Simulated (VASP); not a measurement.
# Sn (Im-3m) in VASP: further runs

Sn is run at these levels: r2SCAN; tasks: single point.

All numbers are computed with VASP 6.6.1; they aren't measurements. Logs are shortened: lines on timing, memory, paths and dates and some standing lists are left out, and cuts for length are marked.

**1. The cell of the first run**

The structure is cubic, space group Im-3m (No. 229). Conventional cell: a = 3.615 Å, b = 3.615 Å, c = 3.615 Å, α = 90.00°, β = 90.00°, γ = 90.00°. Sn (site symmetry m-3m) has 14 Sn at 3.13 to 3.62 Å within 4.1 Å.

**2. Single point, r2SCAN (volume scaled by 0.88)**

Contents of POSCAR:

```
Sn
1.0
   -1.8075530435      1.8075530435      1.8075530435
    1.8075530435     -1.8075530435      1.8075530435
    1.8075530435      1.8075530435     -1.8075530435
Sn
1
Direct
    0.0000000000      0.0000000000      0.0000000000
```

Contents of INCAR.step1:

```
ALGO     = Normal         # electronic algorithm
EDIFF    = 1E-4           # SCF threshold, eV
ENCUT    = 520            # plane-wave cutoff, eV
GGA      = PE             # functional
ISMEAR   = -1             # smearing method
LASPH    = T              # aspherical terms in the spheres
LCHARG   = F              # write CHGCAR
LREAL    = F              # projectors in reciprocal space
LWAVE    = T              # write WAVECAR
NBANDS   = 13             # bands
NELM     = 80             # most SCF steps
PREC     = Accurate       # precision mode
SIGMA    = 0.1            # smearing width, eV
```

Contents of INCAR.step2:

```
ALGO     = Normal         # electronic algorithm
EDIFF    = 1E-7           # SCF threshold, eV
ENCUT    = 520            # plane-wave cutoff, eV
ISIF     = 2              # what is computed and relaxed
ISMEAR   = -1             # smearing method
ISTART   = 1            
LASPH    = T              # aspherical terms in the spheres
LCHARG   = T              # write CHGCAR
LELF     = T              # ELF
LMIXTAU  = T            
LREAL    = F              # projectors in reciprocal space
LVHAR    = T            
LWAVE    = F              # write WAVECAR
METAGGA  = R2SCAN         # meta-GGA
NBANDS   = 13             # bands
NELM     = 80             # most SCF steps
PREC     = Accurate       # precision mode
SIGMA    = 0.1            # smearing width, eV
```

Contents of KPOINTS:

```
k-points
0
Gamma
  13 13 13
```

Potentials or basis: VASP PAW PBE potentials, release 64 (Sn_d).

Command:

```sh
$ cat potpaw_PBE.64/Sn_d/POTCAR > POTCAR
$ cp INCAR.step1 INCAR
$ mpirun -np 1 vasp_std > vasp.out
$ cp INCAR.step2 INCAR
$ mpirun -np 1 vasp_std > vasp.out
```

OUTCAR:

```text
EDIFF = 1E-7
   ENCUT = 520
   ISIF = 2
   ISMEAR = -1
   ISTART = 1
   LASPH = T
   LREAL = F
   METAGGA = R2SCAN
   NELM = 80
   PREC = Accurate

 ion  position               nearest neighbor table
   1  0.000  0.000  0.000-

  LATTYP: Found a body centered cubic cell.
 ALAT       =     3.6151060870

  Lattice vectors:

 A1 = (  -1.8075530435,   1.8075530435,   1.8075530435)
 A2 = (   1.8075530435,  -1.8075530435,   1.8075530435)
 A3 = (   1.8075530435,   1.8075530435,  -1.8075530435)

Analysis of symmetry for initial positions (statically):
=====================================================================
 Subroutine PRICEL returns:
 Original cell was already a primitive cell.

 Routine SETGRP: Setting up the symmetry group for a
 body centered cubic supercell.

 Subroutine GETGRP returns: Found 48 space group operations
 (whereof 48 operations were pure point group operations)
 out of a pool of 48 trial point group operations.

The static configuration has the point symmetry O_h .

Analysis of symmetry for dynamics (positions and initial velocities):
=====================================================================
 Subroutine PRICEL returns:
 Original cell was already a primitive cell.

 Routine SETGRP: Setting up the symmetry group for a
 body centered cubic supercell.

 Subroutine GETGRP returns: Found 48 space group operations
 (whereof 48 operations were pure point group operations)
 out of a pool of 48 trial point group operations.

The dynamic configuration has the point symmetry O_h .

 Subroutine INISYM returns: Found 48 space group operations
 (whereof 48 operations are pure point group operations),
 and found     1 'primitive' translations

----------------------------------------------------------------------------------------

                                     Primitive cell

  volume of cell :      23.6229

  direct lattice vectors                    reciprocal lattice vectors
    -1.807553044  1.807553044  1.807553044     0.000000000  0.276617055  0.276617055
     1.807553044 -1.807553044  1.807553044     0.276617055  0.000000000  0.276617055
     1.807553044  1.807553044 -1.807553044     0.276617055  0.276617055  0.000000000

  length of vectors
     3.130773709  3.130773709  3.130773709     0.391195591  0.391195591  0.391195591

  position of ions in fractional coordinates (direct lattice)
     0.000000000  0.000000000  0.000000000

  ion indices of the primitive-cell ions
   primitive index   ion index
                 1           1

----------------------------------------------------------------------------------------

 KPOINTS: k-points

Automatic generation of k-mesh.
 Grid dimensions read from file:
 generate k-points for:   13   13   13

 Generating k-lattice:

  Cartesian coordinates                     Fractional coordinates (reciprocal lattice)
     0.000000000  0.021278235  0.021278235     0.076923077  0.000000000  0.000000000
     0.021278235  0.000000000  0.021278235     0.000000000  0.076923077  0.000000000
     0.021278235  0.021278235  0.000000000     0.000000000  0.000000000  0.076923077

  Length of vectors
     0.030091969  0.030091969  0.030091969

  Shift w.r.t. Gamma in fractional coordinates (k-lattice)
     0.000000000  0.000000000  0.000000000

 Subroutine IBZKPT returns following result:
 ===========================================

 Found     84 irreducible k-points:

 Following reciprocal coordinates:
            Coordinates               Weight
  0.000000  0.000000  0.000000      1.000000
  0.076923  0.000000  0.000000     12.000000
  0.153846  0.000000  0.000000     12.000000
  0.230769  0.000000  0.000000     12.000000
  0.307692  0.000000  0.000000     12.000000
  0.384615  0.000000  0.000000     12.000000
[... 16 lines left out ...]
  0.153846  0.076923  0.076923     24.000000
  0.230769  0.076923  0.076923     24.000000
 [... further k-points ...]
   k-points           NKPTS =     84   k-points in BZ     NKDIM =     84   number of bands    NBANDS=     13
[... 42 lines left out ...]
  ---------------------------------------------------
  ext. energy  EPLUGINS =         0.00000000
  ---------------------------------------------------
  free energy    TOTEN  =       -24.41969923 eV

  energy without entropy =      -24.39971754  energy(sigma->0) =      -24.40970839

 E-fermi :   9.8698     XC(G=0): -12.0430

 val. band max:        9.8666627008   @ k =  -0.3077   0.3077   0.0769
 cond. band min:       9.8740982013   @ k =  -0.3846   0.4615   0.2308
 fundamental gap:      0.0074355005
 Fermi energy:         9.8698303546

 k-point     1 :       0.0000    0.0000    0.0000
  band No.  band energies     occupation
      1     -12.5305      2.00000
      2     -12.5305      2.00000
      3     -12.5305      2.00000
      4     -12.3009      2.00000
      5     -12.3009      2.00000
      6      -2.9424      2.00000
      7      19.7919      0.00000
      8      19.7919      0.00000
      9      19.7919      0.00000
     10      22.9924      0.00000
     11      22.9924      0.00000
     12      22.9924      0.00000
     13      24.2334      0.00000

 k-point     2 :       0.0769    0.0000    0.0000
  band No.  band energies     occupation
      1     -12.5351      2.00000
      2     -12.5247      2.00000
      3     -12.5103      2.00000
      4     -12.3061      2.00000
      5     -12.3015      2.00000
      6      -2.7891      2.00000
      7      18.3633      0.00000
      8      19.0698      0.00000
      9      19.5236      0.00000
     10      21.9009      0.00000
     11      22.1436      0.00000
     12      22.7941      0.00000
     13      25.0021      0.00000

 k-point     3 :       0.1538    0.0000    0.0000
  band No.  band energies     occupation
      1     -12.5479      2.00000
      2     -12.5109      2.00000
      3     -12.4539      2.00000
      4     -12.3187      2.00000
      5     -12.3031      2.00000
      6      -2.3274      2.00000
      7      15.5238      0.00000
      8      17.7234      0.00000
      9      18.7884      0.00000
     10      21.0061      0.00000
     11      21.1056      0.00000
     12      22.8916      0.00000
     13      25.5195      0.00000
[... 305 lines left out ...]
 k-point    23 :       0.1538    0.0769    0.0769
  band No.  band energies     occupation
      1     -12.5544      2.00000
      2     -12.5218      2.00000
      3     -12.3449      2.00000
      4     -12.3229      2.00000
      5     -12.3106      2.00000
      6      -1.2421      2.00000
      7      12.5105      0.00000
      8      14.6614      0.00000
      9      15.5340      0.00000
     10      22.6179      0.00000
     11      22.7839      0.00000
     12      24.0534      0.00000
     13      26.1171      0.00000

 k-point    24 :       0.2308    0.0769    0.0769
  band No.  band energies     occupation
      1     -12.5720      2.00000
      2     -12.5066      2.00000
      3     -12.3291      2.00000
      4     -12.3095      2.00000
      5     -12.2804      2.00000
      6      -0.1554      2.00000
      7       9.9075      0.81397
      8      13.4762      0.00000
      9      14.7351      0.00000
     10      22.2541      0.00000
     11      22.4089      0.00000
     12      24.9243      0.00000
     13      26.7670      0.00000

 [... further k-points ...]
[... 5 lines left out ...]
  --------------------------------------------------------------------------------------
  -------------------------------------------------------------------------------------
  Total        1.3969601      1.3969601      1.3969601     -0.0000000     -0.0000000      0.0000000
  in kB       94.7461215     94.7461215     94.7461215     -0.0000000     -0.0000000      0.0000000
  external PRESSURE =      94.7461215 kB  Pullay stress =       0.0000000 kB

 VOLUME and BASIS-vectors are now :
 -----------------------------------------------------------------------------
  energy-cutoff  :      520.00
  volume of cell :       23.62
      direct lattice vectors                 reciprocal lattice vectors
    -1.807553044  1.807553044  1.807553044     0.000000000  0.276617055  0.276617055
     1.807553044 -1.807553044  1.807553044     0.276617055  0.000000000  0.276617055
     1.807553044  1.807553044 -1.807553044     0.276617055  0.276617055  0.000000000

 POSITION                                       TOTAL-FORCE (eV/Angst)
 -----------------------------------------------------------------------------------
      0.00000      0.00000      0.00000        -0.000000      0.000000      0.000000
 -----------------------------------------------------------------------------------
    total drift:                               -0.000000      0.000000      0.000000

  FREE ENERGIE OF THE ION-ELECTRON SYSTEM (eV)
  ---------------------------------------------------
  free  energy   TOTEN  =       -24.4196992307 eV

  energy  without entropy=      -24.3997175425  energy(sigma->0) =      -24.40970839
```

It took 44 s on 1 thread of AMD EPYC 9R45 (Zen 5), shared host; peak memory 0.12 GiB.

Results:

```yaml
Free_energy: -24.4197 eV
Pressure: 9.5 GPa
Band_gap_on_the_k_mesh: zero (band 7 reaches 19.79 eV, above the bottom of band 8 at 6.87 eV)
```

Caveat: the cell differs from its parent crystal (volume scaled by 0.88); the PAW data sets were made with another functional, which shifts forces and pressure a little; spin-orbit coupling is left out, which moves the levels of the heavy elements.

**3. Single point, r2SCAN (volume scaled by 0.92)**

Contents of POSCAR:

```
Sn
1.0
   -1.8345354252      1.8345354252      1.8345354252
    1.8345354252     -1.8345354252      1.8345354252
    1.8345354252      1.8345354252     -1.8345354252
Sn
1
Direct
    0.0000000000      0.0000000000      0.0000000000
```

Contents of INCAR.step1:

```
SYSTEM = Sn
  PREC = Accurate
  ENCUT = 520
  ISMEAR = -1
  SIGMA = 0.1
  LREAL = .FALSE.
  LASPH = .TRUE.
  NELM = 100
  NBANDS = 13
  GGA = PE
  ALGO = Normal
  EDIFF = 1E-4
  LWAVE = .TRUE.
  LCHARG = .FALSE.
```

Contents of INCAR.step2:

```
SYSTEM = Sn
  PREC = Accurate
  ENCUT = 520
  EDIFF = 1E-7
  ISMEAR = -1
  SIGMA = 0.1
  LREAL = .FALSE.
  LASPH = .TRUE.
  NELM = 100
  ALGO = Normal
  ISIF = 2
  LWAVE = .FALSE.
  LCHARG = .FALSE.
  METAGGA = R2SCAN
  LMIXTAU = .TRUE.
  NBANDS = 13
  ISTART = 1
```

Contents of KPOINTS:

```
regular mesh
0
G
  13 13 13
  0 0 0
```

Potentials or basis: VASP PAW PBE potentials, release 64 (Sn_d).

Command:

```sh
$ cat potpaw_PBE.64/Sn_d/POTCAR > POTCAR
$ cp INCAR.step1 INCAR
$ mpirun -np 1 vasp_std > vasp.out
$ cp INCAR.step2 INCAR
$ mpirun -np 1 vasp_std > vasp.out
```

Wall time 47 s (1 thread of AMD EPYC 9R45 (Zen 5), shared host); peak memory 0.12 GiB.

It converged, with:

```yaml
Free_energy: -24.4706 eV
Pressure: 5.7 GPa
Band_gap_on_the_k_mesh: zero (band 7 reaches 18.69 eV, above the bottom of band 8 at 6.43 eV)
```

Levels at points of the mesh, in eV from the Fermi level:
```
           k point  band 4  band 5  band 6  band 7  band 8  band 9  band 10  band 11
(0.00, 0.00, 0.00)  -22.13  -22.13  -12.41    9.44    9.44    9.44    13.08    13.08
```

Caveat: the cell differs from its parent crystal (volume scaled by 0.92); the PAW data sets were made with another functional, which shifts forces and pressure a little; spin-orbit coupling is left out, which moves the levels of the heavy elements.

**4. Single point, r2SCAN (volume scaled by 0.96)**

Contents of POSCAR:

```
Sn
1.0
   -1.8607466154      1.8607466154      1.8607466154
    1.8607466154     -1.8607466154      1.8607466154
    1.8607466154      1.8607466154     -1.8607466154
Sn
1
Direct
    0.0000000000      0.0000000000      0.0000000000
```

Contents of INCAR.step1:

```
ALGO     = Normal         # electronic algorithm
EDIFF    = 1E-4           # SCF threshold, eV
ENCUT    = 520            # plane-wave cutoff, eV
GGA      = PE             # functional
ISMEAR   = -1             # smearing method
LASPH    = T              # aspherical terms in the spheres
LCHARG   = F              # write CHGCAR
LREAL    = F              # projectors in reciprocal space
LWAVE    = T              # write WAVECAR
NBANDS   = 13             # bands
NELM     = 80             # most SCF steps
PREC     = Accurate       # precision mode
SIGMA    = 0.1            # smearing width, eV
```

Contents of INCAR.step2:

```
ALGO     = Normal         # electronic algorithm
EDIFF    = 1E-7           # SCF threshold, eV
ENCUT    = 520            # plane-wave cutoff, eV
ISIF     = 2              # what is computed and relaxed
ISMEAR   = -1             # smearing method
ISTART   = 1            
LASPH    = T              # aspherical terms in the spheres
LCHARG   = F              # write CHGCAR
LMIXTAU  = T            
LREAL    = F              # projectors in reciprocal space
LWAVE    = F              # write WAVECAR
METAGGA  = R2SCAN         # meta-GGA
NBANDS   = 13             # bands
NELM     = 80             # most SCF steps
PREC     = Accurate       # precision mode
SIGMA    = 0.1            # smearing width, eV
```

Contents of KPOINTS:

```
k-points
0
Gamma
  13 13 13
```

Command:

```sh
$ cat potpaw_PBE.64/Sn_d/POTCAR > POTCAR
$ cp INCAR.step1 INCAR
$ mpirun -np 1 vasp_std > vasp.out
$ cp INCAR.step2 INCAR
$ mpirun -np 1 vasp_std > vasp.out
```

Run time: 49 s. Hardware: 1 thread of AMD EPYC 9R45 (Zen 5), shared host; peak memory 0.12 GiB.

The run converged. Its results:

| Item | Value |
| --- | --- |
| Free energy | -24.4988 eV |
| Pressure | 2.7 GPa |
| Band gap on the k mesh | zero (band 7 reaches 17.68 eV, above the bottom of band 8 at 6.03 eV) |

Levels at points of the mesh, in eV from the Fermi level:
| k point | band 3 | band 4 | band 5 | band 6 | band 7 | band 8 | band 9 | band 10 | band 11 | band 12 |
| --- | --- | --- | --- | --- | --- | --- | --- | --- | --- | --- |
| (0.00, 0.00, 0.00) | -22.28 | -22.10 | -22.10 | -12.05 | 9.00 | 9.00 | 9.00 | 13.03 | 13.03 | 13.03 |

Caveat: the cell differs from its parent crystal (volume scaled by 0.96); the PAW data sets were made with another functional, which shifts forces and pressure a little; spin-orbit coupling is left out, which moves the levels of the heavy elements.

**5. Single point, r2SCAN**

This run uses another cell than the first one, of 26.84 Å³/atom, 1.136 times its volume.

Contents of POSCAR:

```
Sn
1.0
   -1.8862394629      1.8862394629      1.8862394629
    1.8862394629     -1.8862394629      1.8862394629
    1.8862394629      1.8862394629     -1.8862394629
Sn
1
Direct
    0.0000000000      0.0000000000      0.0000000000
```

Contents of INCAR.step1:

```
SYSTEM = Sn
PREC     = Accurate       ! precision mode
ENCUT    = 520            ! plane-wave cutoff, eV
ISMEAR   = -1             ! smearing method
SIGMA    = 0.1            ! smearing width, eV
LREAL    = .FALSE.        ! projectors in reciprocal space
LASPH    = .TRUE.         ! aspherical terms in the spheres
NELM     = 80             ! most SCF steps
NBANDS   = 13             ! bands
GGA      = PE             ! functional
ALGO     = Normal         ! electronic algorithm
EDIFF    = 1E-4           ! SCF threshold, eV
LWAVE    = .TRUE.         ! write WAVECAR
LCHARG   = .FALSE.        ! write CHGCAR
```

Contents of INCAR.step2:

```
SYSTEM = Sn
PREC     = Accurate       ! precision mode
ENCUT    = 520            ! plane-wave cutoff, eV
EDIFF    = 1E-6           ! SCF threshold, eV
ISMEAR   = -1             ! smearing method
SIGMA    = 0.1            ! smearing width, eV
LREAL    = .FALSE.        ! projectors in reciprocal space
LASPH    = .TRUE.         ! aspherical terms in the spheres
NELM     = 80             ! most SCF steps
ALGO     = Normal         ! electronic algorithm
ISIF     = 2              ! what is computed and relaxed
LWAVE    = .FALSE.        ! write WAVECAR
LCHARG   = .FALSE.        ! write CHGCAR
METAGGA  = R2SCAN         ! meta-GGA
LMIXTAU  = .TRUE.       
NBANDS   = 13             ! bands
ISTART   = 1
```

Contents of KPOINTS:

```
regular mesh
0
G
  13 13 13
  0 0 0
```

Command:

```sh
$ cat potpaw_PBE.64/Sn_d/POTCAR > POTCAR
$ cp INCAR.step1 INCAR
$ mpirun -np 1 vasp_std > vasp.out
$ cp INCAR.step2 INCAR
$ mpirun -np 1 vasp_std > vasp.out
```

Wall time 50 s (1 thread of AMD EPYC 9R45 (Zen 5), shared host); peak memory 0.13 GiB.

Results (log left out):

```
Free energy            : -24.5090 eV
Pressure               : 0.3 GPa
Band gap on the k mesh : zero (band 7 reaches 16.74 eV, above the bottom of band 8 at 5.66 eV)
```

Levels at points of the mesh, in eV from the Fermi level:
```
           k point  band 4  band 5  band 6  band 7  band 8  band 9  band 10  band 11
(0.00, 0.00, 0.00)  -22.08  -22.08  -11.71    8.59    8.59    8.59    12.97    12.97
```

Caveat: the PAW data sets were made with another functional, which shifts forces and pressure a little; spin-orbit coupling is left out, which moves the levels of the heavy elements.

**6. Single point, r2SCAN (volume scaled by 1.04)**

Contents of POSCAR:

```
Sn
1.0
   -1.9110612497      1.9110612497      1.9110612497
    1.9110612497     -1.9110612497      1.9110612497
    1.9110612497      1.9110612497     -1.9110612497
Sn
1
Direct
    0.0000000000      0.0000000000      0.0000000000
```

Contents of INCAR.step1:

```
ALGO = Normal
EDIFF = 1E-4
ENCUT = 520
GGA = PE
ISMEAR = -1
LASPH = T
LCHARG = F
LREAL = F
LWAVE = T
NBANDS = 13
NELM = 60
PREC = Accurate
SIGMA = 0.1
```

Contents of INCAR.step2:

```
ALGO = Normal
EDIFF = 1E-7
ENCUT = 520
ISIF = 2
ISMEAR = -1
ISTART = 1
LASPH = T
LCHARG = T
LELF = T
LMIXTAU = T
LREAL = F
LVHAR = T
LWAVE = F
METAGGA = R2SCAN
NBANDS = 13
NELM = 60
PREC = Accurate
SIGMA = 0.1
```

Contents of KPOINTS:

```
k-points
0
Gamma
  13 13 13
```

Potentials or basis: VASP PAW PBE potentials, release 64 (Sn_d).

Command:

```sh
$ cat potpaw_PBE.64/Sn_d/POTCAR > POTCAR
$ cp INCAR.step1 INCAR
$ mpirun -np 1 vasp_std > vasp.out
$ cp INCAR.step2 INCAR
$ mpirun -np 1 vasp_std > vasp.out
```

Wall time 79 s (1 thread of AMD EPYC 9R45 (Zen 5), shared host); peak memory 0.14 GiB.

Results (log left out):

* Free energy: -24.5050 eV
* Pressure: -1.6 GPa
* Band gap on the k mesh: zero (band 7 reaches 15.88 eV, above the bottom of band 8 at 5.32 eV)

Levels at points of the mesh, in eV from the Fermi level:
```tsv
k point	band 3	band 4	band 5	band 6	band 7	band 8	band 9	band 10	band 11	band 12
(0.00, 0.00, 0.00)	-22.21	-22.07	-22.07	-11.41	8.21	8.21	8.21	12.90	12.90	12.90
```

Caveat: the cell differs from its parent crystal (volume scaled by 1.04); the PAW data sets were made with another functional, which shifts forces and pressure a little; spin-orbit coupling is left out, which moves the levels of the heavy elements.

**7. Summary**

| cell | gap on the mesh (eV) | pressure (GPa) |
| --- | --- | --- |
| a = 3.131 Å, angles 109.5°, 1 atom | none | 9.5 |
| a = 3.178 Å, angles 109.5°, 1 atom | none | 5.7 |
| a = 3.223 Å, angles 109.5°, 1 atom | none | 2.7 |
| a = 3.267 Å, angles 109.5°, 1 atom | none | 0.3 |
| a = 3.310 Å, angles 109.5°, 1 atom | none | -1.6 |

Alike in all rows: task single point; level r2SCAN; potentials or basis VASP PAW PBE potentials, release 64 (Sn_d); no spin polarisation; k mesh 13 × 13 × 13; cutoff (eV) 520; smearing fermi-dirac 0.1 eV.

Caveats: the PAW data sets were made with another functional, which shifts forces and pressure a little; spin-orbit coupling is left out, which moves the levels of the heavy elements.

Total energies depend on the potentials used, so only differences within one code and one set of settings carry meaning.
